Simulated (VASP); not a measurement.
The system is Al2Cu.

```
CELL_PARAMETERS angstrom
4.08670 0.00135 -0.01002
0.00135 4.10256 0.01784
-0.00706 0.01256 2.90854
ATOMIC_POSITIONS crystal
Al 0.46876 0.01180 0.47665
Al 0.02139 0.50743 0.42700
Cu 0.02514 0.03529 0.01816
```

Base run:

| Item | Value |
| --- | --- |
| Program | VASP 6.6.1 |
| Functional | r2SCAN |
| Potentials or basis | VASP PAW PBE potentials, release 64 (Al, Cu) |
| Cutoff | 520 eV |
| k mesh | 6 × 6 × 8 |
| Occupations | gaussian, width 0.1 eV |
| Spin | no spin polarisation |

Its results: pressure 2.2 GPa; largest force 2.332 eV/Å.

Q: The run is repeated on the same cell with these changes: k mesh from 6 × 6 × 8 to 2 × 2 × 4. What comes out?

A: Pressure 5.4 GPa; largest force 2.377 eV/Å.

Caveats: some runs use coarse meshes; the PAW data sets were made with another functional, which shifts forces and pressure a little.
